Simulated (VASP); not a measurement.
Write the native input for VASP 6.6.1 that does the following.

```yaml
Task: single point
Functional: PBEsol
Potentials_or_basis: VASP PAW PBE potentials, release 64 (Os)
Cutoff: 520 eV
k_mesh: 11 × 11 × 6
Occupations: fermi-dirac, width 0.05 eV
Spin: collinear spin
Starting_moments: "[1.0, -1.0] μB"
Dipole_correction: no
Further_INCAR_settings: ALGO = Normal; EDIFF = 1e-06; NBANDS = 19
```

The structure of Os lies in POSCAR:

```
Os
1.0
    2.8644880073      0.0000000000      0.0000000000
   -1.4322440037      2.4807193832      0.0000000000
    0.0000000000      0.0000000000      4.5257045628
Os
2
Direct
    0.6666666667      0.3333333333      0.7500000000
    0.3333333333      0.6666666667      0.2500000000
```

The input as run:

INCAR

```
SYSTEM = Os
PREC = Accurate
ENCUT = 520
EDIFF = 1E-6
ISMEAR = -1
SIGMA = 0.05
LREAL = .False.
LASPH = .True.
NELM = 150
ALGO = Normal
ISIF = 2
LWAVE = .False.
LCHARG = .False.
ISPIN = 2
MAGMOM = 1 -1
LORBIT = 11
LMAXMIX = 4
GGA = PS
NBANDS = 19
```

KPOINTS

```
regular mesh
0
Gamma
  11 11 6
  0 0 0
```

Potentials or basis: VASP PAW PBE potentials, release 64 (Os).

Command:

```sh
$ cat potpaw_PBE.64/Os/POTCAR > POTCAR
$ mpirun -np 1 vasp_std > vasp.out
```

Results of the run:

- Pressure: -44.8 GPa
- Band gap on the k mesh: zero (filled and empty bands overlap)
- Net moment: 0.00 μB per cell
- Valence electrons inside the program's atomic spheres: Os 7.03

Caveat: the cell stands under tension; the PAW data sets were made with another functional, which shifts forces and pressure a little; spin-orbit coupling is left out, which moves the levels of the heavy elements.

Run time: 2.8 min on 1 thread of AMD EPYC 7R13, on a shared host, peak memory 0.18 GiB.
